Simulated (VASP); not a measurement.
# BaTiO3 (P4mm) in VASP: notebook

Aim: see how the results for BaTiO3 move with the level of theory and the settings. Levels: r2SCAN, PBE+U. Tasks: single point.

Everything below comes from runs of VASP 6.6.1. Logs are shortened: lines on timing, memory, paths and dates and some standing lists are left out, and cuts for length are marked.

### Step 1. The cell of the first run

Symmetry: P4mm, No. 99, tetragonal system. The conventional cell has a = 4.000 Å, b = 4.000 Å, c = 4.018 Å, α = 90.00°, β = 90.00°, γ = 90.00°. Within 3.7 Å of Ba (site symmetry 4mm) lie 12 O at 2.79 to 2.88 Å and 8 Ti at 3.45 to 3.49 Å. Within 2.5 Å of Ti (site symmetry 4mm) lie 6 O at 1.89 to 2.13 Å. Within 2.7 Å of O (site symmetry 2mm) lie 2 Ti at 2.00 Å. O (site symmetry 4mm) has 2 Ti at 1.89 to 2.13 Å within 2.5 Å.

### Step 2. Single point, r2SCAN

POSCAR reads:

```
BaTiO3
1.0
    3.9998000000      0.0000000000      0.0000000000
    0.0000000000      3.9998000000      0.0000000000
    0.0000000000      0.0000000000      4.0180000000
Ba Ti O
1 1 3
Direct
    0.0000000000      0.0000000000      0.0000000000
    0.5000000000      0.5000000000      0.4900000000
    0.0000000000      0.5000000000      0.5170000000
    0.5000000000      0.0000000000      0.5170000000
    0.5000000000      0.5000000000      0.0190000000
```

INCAR.step1 reads:

```
PREC = Accurate
ENCUT = 520
ISMEAR = -1
SIGMA = 0.05
LREAL = F
LASPH = T
NELM = 100
NBANDS = 28
GGA = PE
ALGO = Normal
EDIFF = 1E-4
LWAVE = T
LCHARG = F
```

INCAR.step2 reads:

```
PREC = Accurate
ENCUT = 520
EDIFF = 1E-7
ISMEAR = -1
SIGMA = 0.05
LREAL = F
LASPH = T
NELM = 100
ALGO = Normal
ISIF = 2
LWAVE = F
LCHARG = T
METAGGA = R2SCAN
LMIXTAU = T
LELF = T
LVHAR = T
NBANDS = 28
ISTART = 1
```

KPOINTS reads:

```
Automatic mesh
0
Gamma
  7 7 7
```

Potentials or basis: VASP PAW PBE potentials, release 64 (Ba_sv, Ti_sv, O).

Launch:

```console
$ cat potpaw_PBE.64/Ba_sv/POTCAR potpaw_PBE.64/Ti_sv/POTCAR potpaw_PBE.64/O/POTCAR > POTCAR
$ cp INCAR.step1 INCAR
$ mpirun -np 1 vasp_std > vasp.out
$ cp INCAR.step2 INCAR
$ mpirun -np 1 vasp_std > vasp.out
```

OUTCAR:

```text
PREC = Accurate
   ENCUT = 520
   EDIFF = 1E-7
   ISMEAR = -1
   LREAL = F
   LASPH = T
   NELM = 100
   ISIF = 2
   METAGGA = R2SCAN
   ISTART = 1

 ion  position               nearest neighbor table
   1  0.000  0.000  0.000-   3 2.79   4 2.79   3 2.79   4 2.79   5 2.83   5 2.83   5 2.83   5 2.83
                             4 2.88   3 2.88   4 2.88   3 2.88   2 3.45   2 3.45   2 3.45   2 3.45
   2  0.500  0.500  0.490-   5 1.89   4 2.00   3 2.00   4 2.00   3 2.00   5 2.13   1 3.45   1 3.45
                             1 3.45   1 3.45   1 3.49   1 3.49   1 3.49   1 3.49
   3  0.000  0.500  0.517-   2 2.00   2 2.00   1 2.79   1 2.79   1 2.88   1 2.88
   4  0.500  0.000  0.517-   2 2.00   2 2.00   1 2.79   1 2.79   1 2.88   1 2.88
   5  0.500  0.500  0.019-   2 1.89   2 2.13   1 2.83   1 2.83   1 2.83   1 2.83

  LATTYP: Found a simple tetragonal cell.
 ALAT       =     3.9998000000
 C/A-ratio  =     1.0045502275

  Lattice vectors:

 A1 = (   3.9998000000,   0.0000000000,   0.0000000000)
 A2 = (   0.0000000000,   3.9998000000,   0.0000000000)
 A3 = (   0.0000000000,   0.0000000000,   4.0180000000)

Analysis of symmetry for initial positions (statically):
=====================================================================
 Subroutine PRICEL returns:
 Original cell was already a primitive cell.

 Routine SETGRP: Setting up the symmetry group for a
 simple tetragonal supercell.

 Subroutine GETGRP returns: Found  8 space group operations
 (whereof  8 operations were pure point group operations)
 out of a pool of 16 trial point group operations.

The static configuration has the point symmetry C_4v.

Analysis of symmetry for dynamics (positions and initial velocities):
=====================================================================
 Subroutine PRICEL returns:
 Original cell was already a primitive cell.

 Routine SETGRP: Setting up the symmetry group for a
 simple tetragonal supercell.

 Subroutine GETGRP returns: Found  8 space group operations
 (whereof  8 operations were pure point group operations)
 out of a pool of 16 trial point group operations.

The dynamic configuration has the point symmetry C_4v.

 Subroutine INISYM returns: Found  8 space group operations
 (whereof  8 operations are pure point group operations),
 and found     1 'primitive' translations

----------------------------------------------------------------------------------------

                                     Primitive cell

  volume of cell :      64.2816

  direct lattice vectors                    reciprocal lattice vectors
     3.999800000  0.000000000  0.000000000     0.250012501  0.000000000  0.000000000
     0.000000000  3.999800000  0.000000000     0.000000000  0.250012501  0.000000000
     0.000000000  0.000000000  4.018000000     0.000000000  0.000000000  0.248880040

  length of vectors
     3.999800000  3.999800000  4.018000000     0.250012501  0.250012501  0.248880040

  position of ions in fractional coordinates (direct lattice)
     0.000000000  0.000000000  0.000000000
     0.500000000  0.500000000  0.490000000
     0.000000000  0.500000000  0.517000000
     0.500000000  0.000000000  0.517000000
     0.500000000  0.500000000  0.019000000

  ion indices of the primitive-cell ions
   primitive index   ion index
                 1           1
                 2           2
                 3           3
                 4           4
                 5           5

----------------------------------------------------------------------------------------

 KPOINTS: Automatic mesh

Automatic generation of k-mesh.
 Grid dimensions read from file:
 generate k-points for:    7    7    7

 Generating k-lattice:

  Cartesian coordinates                     Fractional coordinates (reciprocal lattice)
     0.035716072  0.000000000  0.000000000     0.142857143  0.000000000  0.000000000
     0.000000000  0.035716072  0.000000000     0.000000000  0.142857143  0.000000000
     0.000000000  0.000000000  0.035554291     0.000000000  0.000000000  0.142857143

  Length of vectors
     0.035716072  0.035716072  0.035554291

  Shift w.r.t. Gamma in fractional coordinates (k-lattice)
     0.000000000  0.000000000  0.000000000

 Subroutine IBZKPT returns following result:
 ===========================================

 Found     40 irreducible k-points:

 Following reciprocal coordinates:
            Coordinates               Weight
  0.000000  0.000000  0.000000      1.000000
  0.142857  0.000000  0.000000      4.000000
  0.285714  0.000000  0.000000      4.000000
  0.428571  0.000000  0.000000      4.000000
  0.142857  0.142857  0.000000      4.000000
  0.285714  0.142857  0.000000      8.000000
[... 16 lines left out ...]
  0.285714  0.000000  0.285714      8.000000
  0.428571  0.000000  0.285714      8.000000
 [... further k-points ...]
   k-points           NKPTS =     40   k-points in BZ     NKDIM =     40   number of bands    NBANDS=     28
   number of dos      NEDOS =    301   number of ions     NIONS =      5
   total plane-waves  NPLWV =  27000
   dimension x,y,z NGX =    30 NGY =   30 NGZ =   30
   dimension x,y,z NGXF=    60 NGYF=   60 NGZF=   60
   ions per type =               1   1   3
   NGX,Y,Z   is equivalent  to a cutoff of  12.47, 12.47, 12.41 a.u.
   NGXF,Y,Z  is equivalent  to a cutoff of  24.94, 24.94, 24.83 a.u.
 SYSTEM =  unknown system
   PREC   = accura    normal or accurate (medium, high low for compatibility)
   ISTART =      1    job   : 0-new  1-cont  2-samecut
   ICHARG =      0    charge: 1-file 2-atom 10-const
   ISPIN  =      1    spin polarized calculation?
   LNONCOLLINEAR =      F non collinear calculations
   LSORBIT =      F    spin-orbit coupling
   LASPH  =      T    aspherical Exc in radial PAW
   ENCUT  =  520.0 eV  38.22 Ry    6.18 a.u.   7.44  7.44  7.47*2*pi/ulx,y,z
   NELM   =    100;   NELMIN=  2; NELMDL=  0     # of ELM steps
   EDIFF  = 0.1E-06   stopping-criterion for ELM
   LREAL  =      F    real-space projection
   EDIFFG = 0.1E-05   stopping-criterion for IOM
   NSW    =      0    number of steps for IOM
   IBRION =     -1    ionic relax: 0-MD 1-quasi-New 2-CG
   NFREE  =      0    steps in history (QN), initial steepest desc. (CG)
   ISIF   =      2    stress and relaxation
   ISYM   =      2    0-nonsym 1-usesym 2-fastsym
   POTIM  = 0.5000    time-step for ionic-motion
   TEBEG  =    0.0;   TEEND  =   0.0 temperature during run
   PSTRESS=    0.0 pullay stress
   NELECT =      40.0000    total number of electrons
   NUPDOWN=      -1.0000    fix difference up-down
   EMIN   =  10.00;   EMAX   =-10.00  energy-range for DOS
   EFERMI =   0.00;   METHOD = LEGACY
   ISMEAR =    -1;   SIGMA  =   0.05  broadening in eV -4-tet -1-fermi 0-gaus
   EFERMI_NEDOS =   21; number of points for ismear=-14 and -15
   IALGO  =     38    algorithm
   IMIX   =      4    mixing-type and parameters
     AMIX     =   0.40;   BMIX     =  1.00
     AMIX_MAG =   1.60;   BMIX_MAG =  1.00
  volume/ion in A,a.u.               =      12.86        86.76
  Fermi-wavevector in a.u.,A,eV,Ry     =   1.397653  2.641181 26.578078  1.953434
  Thomas-Fermi vector in A             =   2.520888
   LORBIT       =      0    0 simple, 1 ext, 2 COOP (PROOUT), +10 PAW based schemes
   METAGGA = R2SCAN    functional components
   LHFCALC =     F    Hartree Fock is set to
   AEXX    =    0.0000 exact exchange contribution
   IVDW    =     0    specifies the selected vdW correction
   LEPSILON=     F    determine dielectric tensor
   LRPA    =     F    only Hartree local field effects (RPA)
 non-spin polarized calculation
  energy-cutoff  :      520.00
  volume of cell :       64.28
 maximum number of plane-waves:      1755
 NGX is ok and might be reduce to    30
   NGX = 15   NGY = 15   NGZ = 15

 number of electron      39.9999977 magnetization

 Free energy of the ion-electron system (eV)
  ---------------------------------------------------
  ext. energy  EPLUGINS =         0.00000000
  ---------------------------------------------------
  free energy    TOTEN  =       -74.24444461 eV

  energy without entropy =      -74.24444461  energy(sigma->0) =      -74.24444461

 E-fermi :   4.7163     XC(G=0): -11.9003

 val. band max:        3.4489764804   @ k =   0.4286   0.4286   0.4286
 cond. band min:       5.7097935214   @ k =   0.0000   0.0000   0.0000
 fundamental gap:      2.2608170409
 Fermi energy:         4.7162845877

 k-point     1 :       0.0000    0.0000    0.0000
  band No.  band energies     occupation
      1     -55.2967      2.00000
      2     -30.4862      2.00000
      3     -30.4535      2.00000
      4     -30.4535      2.00000
      5     -21.9733      2.00000
      6     -14.3458      2.00000
[... 20 lines left out ...]
     27       9.1431      0.00000
     28      11.7637      0.00000

 k-point     2 :       0.1429    0.0000    0.0000
  band No.  band energies     occupation
      1     -55.2964      2.00000
      2     -30.4859      2.00000
      3     -30.4645      2.00000
      4     -30.4531      2.00000
      5     -21.9495      2.00000
      6     -14.3623      2.00000
[... 20 lines left out ...]
     27       9.5277      0.00000
     28      12.2461      0.00000

 k-point     3 :       0.2857    0.0000    0.0000
  band No.  band energies     occupation
      1     -55.2960      2.00000
      2     -30.4893      2.00000
      3     -30.4849      2.00000
      4     -30.4523      2.00000
      5     -21.8950      2.00000
      6     -14.4576      2.00000
[... 20 lines left out ...]
     27      10.5402      0.00000
     28      12.5139      0.00000

 k-point     4 :       0.4286    0.0000    0.0000
  band No.  band energies     occupation
      1     -55.2956      2.00000
      2     -30.5087      2.00000
      3     -30.4843      2.00000
      4     -30.4516      2.00000
      5     -21.8503      2.00000
      6     -14.5659      2.00000
[... 20 lines left out ...]
     27      11.5742      0.00000
     28      12.4144      0.00000

 k-point     5 :       0.1429    0.1429    0.0000
  band No.  band energies     occupation
      1     -55.2962      2.00000
      2     -30.4855      2.00000
      3     -30.4643      2.00000
      4     -30.4638      2.00000
      5     -21.9272      2.00000
      6     -14.3552      2.00000
[... 20 lines left out ...]
     27       9.8768      0.00000
     28      12.4395      0.00000

 k-point     6 :       0.2857    0.1429    0.0000
  band No.  band energies     occupation
      1     -55.2957      2.00000
      2     -30.4887      2.00000
      3     -30.4845      2.00000
      4     -30.4631      2.00000
      5     -21.8764      2.00000
      6     -14.4020      2.00000
[... 463 lines left out ...]
      5     -21.8978      2.00000
      6     -14.4257      2.00000
[... 20 lines left out ...]
     27      10.5557      0.00000
     28      12.5098      0.00000

 k-point    22 :       0.1429    0.0000    0.2857
  band No.  band energies     occupation
      1     -55.2958      2.00000
      2     -30.5199      2.00000
      3     -30.4632      2.00000
      4     -30.4519      2.00000
      5     -21.8790      2.00000
      6     -14.3667      2.00000
[... 20 lines left out ...]
     27      10.9278      0.00000
     28      12.7827      0.00000

 k-point    23 :       0.2857    0.0000    0.2857
  band No.  band energies     occupation
      1     -55.2953      2.00000
      2     -30.5187      2.00000
      3     -30.4874      2.00000
      4     -30.4511      2.00000
      5     -21.8364      2.00000
      6     -14.2747      2.00000
[... 20 lines left out ...]
     27      11.9379      0.00000
     28      12.8155      0.00000

 k-point    24 :       0.4286    0.0000    0.2857
  band No.  band energies     occupation
      1     -55.2949      2.00000
      2     -30.5177      2.00000
      3     -30.5068      2.00000
      4     -30.4504      2.00000
      5     -21.8015      2.00000
      6     -14.2591      2.00000
[... 20 lines left out ...]
     27      12.6349      0.00000
     28      13.0526      0.00000

 [... further k-points ...]
[... 5 lines left out ...]
  --------------------------------------------------------------------------------------
  -------------------------------------------------------------------------------------
  Total        0.3450090      0.3450090      0.7269265      0.0000000     -0.0000000      0.0000000
  in kB        8.5991289      8.5991289     18.1181810      0.0000000     -0.0000000      0.0000000
  external PRESSURE =      11.7721463 kB  Pullay stress =       0.0000000 kB

 VOLUME and BASIS-vectors are now :
 -----------------------------------------------------------------------------
  energy-cutoff  :      520.00
  volume of cell :       64.28
      direct lattice vectors                 reciprocal lattice vectors
     3.999800000  0.000000000  0.000000000     0.250012501  0.000000000  0.000000000
     0.000000000  3.999800000  0.000000000     0.000000000  0.250012501  0.000000000
     0.000000000  0.000000000  4.018000000     0.000000000  0.000000000  0.248880040

 POSITION                                       TOTAL-FORCE (eV/Angst)
 -----------------------------------------------------------------------------------
      0.00000      0.00000      0.00000         0.000000     -0.000000      0.087210
      1.99990      1.99990      1.96882         0.000000      0.000000     -0.080168
      0.00000      1.99990      2.07731         0.000000     -0.000000     -0.154217
      1.99990      0.00000      2.07731        -0.000000     -0.000000     -0.154217
      1.99990      1.99990      0.07634         0.000000      0.000000      0.301392
 -----------------------------------------------------------------------------------
    total drift:                               -0.000000      0.000000     -0.002890

  FREE ENERGIE OF THE ION-ELECTRON SYSTEM (eV)
  ---------------------------------------------------
  free  energy   TOTEN  =       -74.2444446089 eV

  energy  without entropy=      -74.2444446088  energy(sigma->0) =      -74.24444461
```

Wall time 3.5 min (1 thread of Intel Xeon Platinum 8488C (Sapphire Rapids), shared host); peak memory 0.22 GiB.

What came out:

```yaml
Free_energy: -74.2444 eV
Pressure: 1.2 GPa
Largest_force: 0.301 eV/Å
Band_gap_on_the_k_mesh: 2.26 eV, indirect (least direct gap 2.46 eV)
```

Forces on the atoms (eV/Å):
```
Ba   0.000  0.000  0.087
Ti   0.000  0.000 -0.080
O    0.000  0.000 -0.154
O    0.000  0.000 -0.154
O    0.000  0.000  0.301
```

Caveat: the PAW data sets were made with another functional, which shifts forces and pressure a little; spin-orbit coupling is left out, which moves the levels of the heavy elements. A k mesh can miss the band edges.

### Step 3. Single point, PBE+U

INCAR reads:

```
SYSTEM = BaTiO3
PREC = Accurate
ENCUT = 520
EDIFF = 1E-7
ISMEAR = -1
SIGMA = 0.05
LREAL = .FALSE.
LASPH = .TRUE.
NELM = 150
ALGO = Normal
ISIF = 2
LWAVE = .FALSE.
LCHARG = .FALSE.
LMAXMIX = 4
LDAU = .TRUE.
LDAUTYPE = 2
LDAUL = -1 2 -1
LDAUU = 0 5 0
LDAUJ = 0 0 0
LDAUPRINT = 1
GGA = PE
NBANDS = 28
```

KPOINTS reads:

```
Automatic mesh
0
G
  7 7 7
  0 0 0
```

POSCAR is that of step 2.

Potentials or basis: VASP PAW PBE potentials, release 64 (Ba_sv, Ti_sv, O).

Launch:

```console
$ cat potpaw_PBE.64/Ba_sv/POTCAR potpaw_PBE.64/Ti_sv/POTCAR potpaw_PBE.64/O/POTCAR > POTCAR
$ mpirun -np 1 vasp_std > vasp.out
```

It took 68 s on 1 thread of Intel Xeon Platinum 8488C (Sapphire Rapids), shared host; peak memory 0.21 GiB.

It converged, with:

* Free energy: -36.6326 eV
* Pressure: 8.3 GPa
* Largest force: 0.621 eV/Å
* Band gap on the k mesh: 2.48 eV, indirect (least direct gap 2.70 eV)

Forces on the atoms (eV/Å):
```
Ba   0.000  0.000  0.066
Ti   0.000  0.000  0.621
O    0.000  0.000 -0.136
O    0.000  0.000 -0.136
O    0.000  0.000 -0.414
```

Stress tensor (GPa, compression positive):
```
7.84 0.00 0.00
0.00 7.84 0.00
0.00 0.00 9.19
```

Levels at points of the mesh, in eV from the valence-band top:
```tsv
k point	band 18	band 19	band 20	band 21	band 22	band 23
(0.00, 0.00, 0.00)	-0.25	-0.22	-0.22	2.48	2.63	2.63
```

Eigenvalues of the final occupation matrices:
```tsv
site	spin	trace	eigenvalues
site 2 d	1	0.78	0.10 0.10 0.10 0.23 0.24
site 2 d	2	0.78	0.10 0.10 0.10 0.23 0.24
```

Caveat: spin-orbit coupling is left out, which moves the levels of the heavy elements. A k mesh can miss the band edges.
